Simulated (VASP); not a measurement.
# C in VASP: a series of runs

C is run at these levels: PBE+D3(BJ); tasks: single point.

Everything below comes from runs of VASP 6.6.1. Logs are shortened: lines on timing, memory, paths and dates and some standing lists are left out, and cuts for length are marked.

## 1. The cell of the first run

The cell holds a slab with vacuum, 2 atoms: a = 2.466 Å, b = 2.466 Å, c = 17.000 Å, α = 90.00°, β = 90.00°, γ = 120.00°.

## 2. Single point, PBE+D3(BJ)

The input, INCAR:

```
PREC = Accurate ; ENCUT = 520
EDIFF = 1E-6 ; ISMEAR = 0
SIGMA = 0.05 ; LREAL = F
LASPH = T ; NELM = 80
ALGO = Normal ; ISIF = 2
LWAVE = F ; LCHARG = F
LDIPOL = T ; IDIPOL = 3
DIPOL = 0.5 0.5 0.500 ; GGA = PE
IVDW = 12 ; NBANDS = 11
```

The input, KPOINTS:

```
Automatic mesh
0
Gamma
  12 12 1
```

The input, POSCAR:

```
C
1.0
    2.4657106113     -0.0000000029      0.0000000000
   -1.2328553031      2.1353680292      0.0000000000
    0.0000000000      0.0000000000     17.0000000000
C
2
Direct
    0.0000000000      0.0000000000      0.5000000000
    0.3333333333      0.6666666667      0.5000000000
```

Potentials or basis: VASP PAW PBE potentials, release 64 (C).

On the command line:

```bash
> cat potpaw_PBE.64/C/POTCAR > POTCAR
> mpirun -np 1 vasp_std > vasp.out
```

OUTCAR:

```text
PREC = Accurate
   ENCUT = 520
   EDIFF = 1E-6
   ISMEAR = 0
   LREAL = F
   LASPH = T
   NELM = 80
   ISIF = 2
   GGA = PE
   IVDW = 12
 IVDW          = 12

 ion  position               nearest neighbor table
   1  0.000  0.000  0.500-   2 1.42   2 1.42   2 1.42
   2  0.333  0.667  0.500-   1 1.42   1 1.42   1 1.42

  LATTYP: Found a hexagonal cell.
 ALAT       =     2.4657106113
 C/A-ratio  =     6.8945641561

  Lattice vectors:

 A1 = (   2.4657106113,  -0.0000000029,   0.0000000000)
 A2 = (  -1.2328553031,   2.1353680292,   0.0000000000)
 A3 = (   0.0000000000,   0.0000000000,  17.0000000000)

Analysis of symmetry for initial positions (statically):
=====================================================================
 Subroutine PRICEL returns:
 Original cell was already a primitive cell.

 Routine SETGRP: Setting up the symmetry group for a
 hexagonal supercell.

 Subroutine GETGRP returns: Found 24 space group operations
 (whereof 12 operations were pure point group operations)
 out of a pool of 24 trial point group operations.

The static configuration has the point symmetry D_3h.
 The point group associated with its full space group is D_6h.

Analysis of symmetry for dynamics (positions and initial velocities):
=====================================================================
 Subroutine PRICEL returns:
 Original cell was already a primitive cell.

 Routine SETGRP: Setting up the symmetry group for a
 hexagonal supercell.

 Subroutine GETGRP returns: Found 24 space group operations
 (whereof 12 operations were pure point group operations)
 out of a pool of 24 trial point group operations.

The dynamic configuration has the point symmetry D_3h.
 The point group associated with its full space group is D_6h.

 Subroutine INISYM returns: Found 24 space group operations
 (whereof 12 operations are pure point group operations),
 and found     1 'primitive' translations

----------------------------------------------------------------------------------------

                                     Primitive cell

  volume of cell :      89.5084

  direct lattice vectors                    reciprocal lattice vectors
     2.465710611 -0.000000003  0.000000000     0.405562598  0.234151674  0.000000000
    -1.232855303  2.135368029  0.000000000     0.000000001  0.468303350  0.000000000
     0.000000000  0.000000000 17.000000000     0.000000000  0.000000000  0.058823529

  length of vectors
     2.465710611  2.465710611 17.000000000     0.468303350  0.468303350  0.058823529

  position of ions in fractional coordinates (direct lattice)
     0.000000000  0.000000000  0.500000000
     0.333333333  0.666666667  0.500000000

  ion indices of the primitive-cell ions
   primitive index   ion index
                 1           1
                 2           2

----------------------------------------------------------------------------------------

 KPOINTS: Automatic mesh

Automatic generation of k-mesh.
 Grid dimensions read from file:
 generate k-points for:   12   12    1

 Generating k-lattice:

  Cartesian coordinates                     Fractional coordinates (reciprocal lattice)
     0.033796883  0.019512640  0.000000000     0.083333333  0.000000000  0.000000000
     0.000000000  0.039025279  0.000000000     0.000000000  0.083333333  0.000000000
     0.000000000  0.000000000  0.058823529     0.000000000  0.000000000  1.000000000

  Length of vectors
     0.039025279  0.039025279  0.058823529

  Shift w.r.t. Gamma in fractional coordinates (k-lattice)
     0.000000000  0.000000000  0.000000000

 Subroutine IBZKPT returns following result:
 ===========================================

 Found     19 irreducible k-points:

 Following reciprocal coordinates:
            Coordinates               Weight
  0.000000  0.000000  0.000000      1.000000
  0.083333 -0.000000  0.000000      6.000000
  0.166667 -0.000000  0.000000      6.000000
  0.250000  0.000000  0.000000      6.000000
  0.333333 -0.000000  0.000000      6.000000
  0.416667  0.000000  0.000000      6.000000
[... 11 lines left out ...]
  0.333333  0.250000  0.000000     12.000000
  0.333333  0.333333  0.000000      2.000000
   k-points           NKPTS =     19   k-points in BZ     NKDIM =     19   number of bands    NBANDS=     11
   number of dos      NEDOS =    301   number of ions     NIONS =      2
   total plane-waves  NPLWV =  40824
   dimension x,y,z NGX =    18 NGY =   18 NGZ =  126
   dimension x,y,z NGXF=    36 NGYF=   36 NGZF=  252
   ions per type =               2
   NGX,Y,Z   is equivalent  to a cutoff of  12.14, 12.14, 12.32 a.u.
   NGXF,Y,Z  is equivalent  to a cutoff of  24.27, 24.27, 24.64 a.u.
 SYSTEM =  unknown system
   PREC   = accura    normal or accurate (medium, high low for compatibility)
   ISTART =      0    job   : 0-new  1-cont  2-samecut
   ICHARG =      2    charge: 1-file 2-atom 10-const
   ISPIN  =      1    spin polarized calculation?
   LNONCOLLINEAR =      F non collinear calculations
   LSORBIT =      F    spin-orbit coupling
   LASPH  =      T    aspherical Exc in radial PAW
   ENCUT  =  520.0 eV  38.22 Ry    6.18 a.u.   4.58  4.58 31.61*2*pi/ulx,y,z
   NELM   =     80;   NELMIN=  2; NELMDL= -5     # of ELM steps
   EDIFF  = 0.1E-05   stopping-criterion for ELM
   LREAL  =      F    real-space projection
   EDIFFG = 0.1E-04   stopping-criterion for IOM
   NSW    =      0    number of steps for IOM
   IBRION =     -1    ionic relax: 0-MD 1-quasi-New 2-CG
   NFREE  =      0    steps in history (QN), initial steepest desc. (CG)
   ISIF   =      2    stress and relaxation
   ISYM   =      2    0-nonsym 1-usesym 2-fastsym
   POTIM  = 0.5000    time-step for ionic-motion
   TEBEG  =    0.0;   TEEND  =   0.0 temperature during run
   PSTRESS=    0.0 pullay stress
   NELECT =       8.0000    total number of electrons
   NUPDOWN=      -1.0000    fix difference up-down
   EMIN   =  10.00;   EMAX   =-10.00  energy-range for DOS
   EFERMI =   0.00;   METHOD = LEGACY
   ISMEAR =     0;   SIGMA  =   0.05  broadening in eV -4-tet -1-fermi 0-gaus
   EFERMI_NEDOS =   21; number of points for ismear=-14 and -15
   IALGO  =     38    algorithm
   IMIX   =      4    mixing-type and parameters
     AMIX     =   0.40;   BMIX     =  1.00
     AMIX_MAG =   1.60;   BMIX_MAG =  1.00
  volume/ion in A,a.u.               =      44.75       302.02
  Fermi-wavevector in a.u.,A,eV,Ry     =   0.731954  1.383192  7.289405  0.535756
  Thomas-Fermi vector in A             =   1.824298
   LORBIT       =      0    0 simple, 1 ext, 2 COOP (PROOUT), +10 PAW based schemes
   GGA     = PE    functional components
   LHFCALC =     F    Hartree Fock is set to
   AEXX    =    0.0000 exact exchange contribution
   IVDW    =    12    specifies the selected vdW correction
   LEPSILON=     F    determine dielectric tensor
   LRPA    =     F    only Hartree local field effects (RPA)
 non-spin polarized calculation
 Gauss-broadening in eV      SIGMA  =   0.05
  energy-cutoff  :      520.00
  volume of cell :       89.51
 maximum number of plane-waves:      2444
   NGX =  9   NGY =  9   NGZ = 63

 dipolmoment           0.000000      0.000000      0.000000 electrons x Angstroem

 number of electron       7.9999997 magnetization

 dipolmoment           0.000000      0.000000     -0.000000 electrons x Angstroem

 Free energy of the ion-electron system (eV)
  ---------------------------------------------------
  ext. energy  EPLUGINS =         0.00000000
  ---------------------------------------------------
  free energy    TOTEN  =       -18.44514513 eV

  energy without entropy =      -18.44436153  energy(sigma->0) =      -18.44475333

 E-fermi :  -2.4765     XC(G=0):  -2.5488

 val. band max:       -2.4765180779   @ k =   0.3333   0.3333   0.0000
 cond. band min:      -2.4765180733   @ k =   0.3333   0.3333   0.0000
 fundamental gap:      0.0000000047
 Fermi energy:        -2.4765180756

 k-point     1 :       0.0000    0.0000    0.0000
  band No.  band energies     occupation
      1     -22.0017      2.00000
      2     -10.0960      2.00000
      3      -5.5225      2.00000
      4      -5.5225      2.00000
      5       0.7774      0.00000
      6       1.6168      0.00000
      7       2.0327      0.00000
      8       3.4509      0.00000
      9       4.0294      0.00000
     10       5.8311      0.00000
     11       5.8311      0.00000

 k-point     2 :       0.0833   -0.0000    0.0000
  band No.  band energies     occupation
      1     -21.8377      2.00000
      2      -9.9002      2.00000
      3      -6.1735      2.00000
      4      -5.8609      2.00000
      5       1.0002      0.00000
      6       1.8420      0.00000
      7       2.2605      0.00000
      8       3.6759      0.00000
      9       4.2524      0.00000
     10       5.8974      0.00000
     11       6.5263      0.00000

 k-point     3 :       0.1667   -0.0000    0.0000
  band No.  band energies     occupation
      1     -21.3472      2.00000
      2      -9.3179      2.00000
      3      -7.8119      2.00000
      4      -6.6532      2.00000
      5       1.6686      0.00000
      6       2.5162      0.00000
      7       2.9439      0.00000
      8       4.3486      0.00000
      9       4.9184      0.00000
     10       5.8531      0.00000
     11       6.8716      0.00000
[... 197 lines left out ...]
 k-point    18 :       0.3333    0.2500    0.0000
  band No.  band energies     occupation
      1     -16.2954      2.00000
      2     -14.4330      2.00000
      3     -12.1446      2.00000
      4      -3.8311      2.00000
      5      -1.1797      0.00000
      6       8.3945      0.00000
      7       8.8347      0.00000
      8       9.7137      0.00000
      9      10.4349      0.00000
     10      10.4361      0.00000
     11      10.8113      0.00000

 k-point    19 :       0.3333    0.3333    0.0000
  band No.  band energies     occupation
      1     -15.0780      2.00000
      2     -15.0780      2.00000
      3     -13.0384      2.00000
      4      -2.4765      1.00000
      5      -2.4765      1.00000
      6       8.1336      0.00000
      7      10.4017      0.00000
      8      10.4017      0.00000
      9      11.0088      0.00000
     10      12.4120      0.00000
     11      12.4237      0.00000

------------------------ aborting loop because EDIFF is reached ----------------------------------------

 vacuum level on the upper side and lower side of the slab       (xc-potential included)        -0.204        -0.204

 Edisp (eV)   -0.17733

 E8    (eV) :    -0.0555

  FORCE on cell =-STRESS in cart. coord.  units (eV):
  Direction    XX          YY          ZZ          XY          YZ          ZX
  --------------------------------------------------------------------------------------
  -------------------------------------------------------------------------------------
  Total       0.08537     0.08537    -0.01149     0.00000    -0.00000     0.00000
  in kB       1.52818     1.52818    -0.20559     0.00000    -0.00000     0.00000
  external pressure =        0.95 kB  Pullay stress =        0.00 kB

 VOLUME and BASIS-vectors are now :
 -----------------------------------------------------------------------------
  energy-cutoff  :      520.00
  volume of cell :       89.51
      direct lattice vectors                 reciprocal lattice vectors
     2.465710611 -0.000000003  0.000000000     0.405562598  0.234151674  0.000000000
    -1.232855303  2.135368029  0.000000000     0.000000001  0.468303350  0.000000000
     0.000000000  0.000000000 17.000000000     0.000000000  0.000000000  0.058823529

 POSITION                                       TOTAL-FORCE (eV/Angst)
 -----------------------------------------------------------------------------------
      0.00000      0.00000      8.50000        -0.000000      0.000000      0.000000
      0.00000      1.42358      8.50000         0.000000     -0.000000      0.000000
 -----------------------------------------------------------------------------------
    total drift:                                0.000000     -0.000000     -0.000000

  FREE ENERGIE OF THE ION-ELECTRON SYSTEM (eV)
  ---------------------------------------------------
  free  energy   TOTEN  =       -18.6224706538 eV

  energy  without entropy=      -18.6216870571  energy(sigma->0) =      -18.62207886

 vacuum level on the upper side and lower side of the slab         1.657         1.657
```

It took 21 s on 1 thread of Intel Xeon Platinum 8488C (Sapphire Rapids), shared host; peak memory 0.18 GiB.

What came out:

| Quantity | Value |
| --- | --- |
| Free energy | -18.6225 eV |
| Band gap on the k mesh | zero (filled and empty bands touch) |
| Dispersion energy per atom | -0.089 eV |

Levels at points of the mesh, in eV from the Fermi level:
```tsv
k point	band 2	band 3	band 4	band 5	band 6	band 7
(0.00, 0.00, 0.00)	-7.62	-3.05	-3.05	3.25	4.09	4.51
(0.50, 0.00, 0.00)	-13.24	-6.42	-2.36	1.68	7.37	11.11
```

## 3. Single point, PBE+D3(BJ)

The input, INCAR:

```
SYSTEM = C
  ALGO = Normal
  DIPOL = 0.5 0.5 0.500
  EDIFF = 1E-6
  ENCUT = 520
  GGA = PE
  IDIPOL = 3
  ISIF = 2
  ISMEAR = 0
  IVDW = 12
  LASPH = .True.
  LCHARG = .False.
  LDIPOL = .True.
  LREAL = .False.
  LWAVE = .False.
  NBANDS = 11
  NELM = 80
  PREC = Accurate
  SIGMA = 0.05
```

The input, KPOINTS:

```
k-points
0
Gamma
  15 15 1
  0 0 0
```

Changes to POSCAR since step 2:

```diff
@@ -4,3 +4,3 @@
    -1.2328553031      2.1353680292      0.0000000000
-    0.0000000000      0.0000000000     17.0000000000
+    0.0000000000      0.0000000000     17.0001609214
 C
```

Potentials or basis: VASP PAW PBE potentials, release 64 (C).

On the command line:

```bash
> cat potpaw_PBE.64/C/POTCAR > POTCAR
> mpirun -np 1 vasp_std > vasp.out
```

Run time: 26 s. Hardware: 1 thread of Intel Xeon Platinum 8488C (Sapphire Rapids), shared host; peak memory 0.19 GiB.

Results (log left out):

* Free energy: -18.6258 eV
* Band gap on the k mesh: zero (filled and empty bands touch)
* Dispersion energy per atom: -0.089 eV

Levels at points of the mesh, in eV from the Fermi level:
```csv
k point,band 2,band 3,band 4,band 5,band 6,band 7
"(0.00, 0.00, 0.00)",-7.62,-3.05,-3.05,3.25,4.09,4.50
```

## 4. Single point, PBE+D3(BJ)

This run uses another cell than the first one, of 44.41 Å³/atom, 0.992 times its volume.

The input, INCAR:

```
PREC = Accurate
ENCUT = 520
EDIFF = 1E-6
ISMEAR = 0
SIGMA = 0.05
LREAL = False
LASPH = True
NELM = 60
ALGO = Normal
ISIF = 2
LWAVE = False
LCHARG = False
LDIPOL = True
IDIPOL = 3
DIPOL = 0.5 0.5 0.500
GGA = PE
IVDW = 12
NBANDS = 11
```

The input, KPOINTS:

```
regular mesh
0
Gamma
  15 15 1
```

The input, POSCAR:

```
C
1.0
    2.4562275100      0.0000000000      0.0000000000
   -1.2281137500      2.1271554200      0.0000000000
    0.0000000000      0.0000000000     17.0001609214
C
2
Direct
    0.0000000000      0.0000000000      0.5000047329
    0.3333333300      0.6666666600      0.4999952671
```

On the command line:

```bash
> cat potpaw_PBE.64/C/POTCAR > POTCAR
> mpirun -np 1 vasp_std > vasp.out
```

It took 23 s on 1 thread of Intel Xeon Platinum 8488C (Sapphire Rapids), shared host; peak memory 0.19 GiB.

It converged, with:

| Quantity | Value |
| --- | --- |
| Free energy | -18.6229 eV |
| Band gap on the k mesh | zero (filled and empty bands touch) |
| Dispersion energy per atom | -0.089 eV |

Forces on the atoms (eV/Å):
```
C    0.000  0.000 -0.003
C    0.000  0.000  0.003
```

Levels at points of the mesh, in eV from the Fermi level:
| k point | band 1 | band 2 | band 3 | band 4 | band 5 | band 6 | band 7 | band 8 |
| --- | --- | --- | --- | --- | --- | --- | --- | --- |
| (0.00, 0.00, 0.00) | -19.62 | -7.70 | -3.04 | -3.04 | 3.22 | 4.06 | 4.47 | 5.89 |

## 5. Summary

| cell | k mesh | gap on the mesh (eV) |
| --- | --- | --- |
| a = 2.466, b = 2.466, c = 17.000 Å, angles 90.0, 90.0, 120.0°, 2 atoms | 12 × 12 × 1 | none |
| a = 2.466, b = 2.466, c = 17.000 Å, angles 90.0, 90.0, 120.0°, 2 atoms | 15 × 15 × 1 | none |
| a = 2.456, b = 2.456, c = 17.000 Å, angles 90.0, 90.0, 120.0°, 2 atoms | 15 × 15 × 1 | none |

Alike in all rows: task single point; level PBE+D3(BJ); potentials or basis VASP PAW PBE potentials, release 64 (C); no spin polarisation; cutoff (eV) 520; smearing gaussian 0.05 eV.

Total energies depend on the potentials used, so only differences within one code and one set of settings carry meaning.
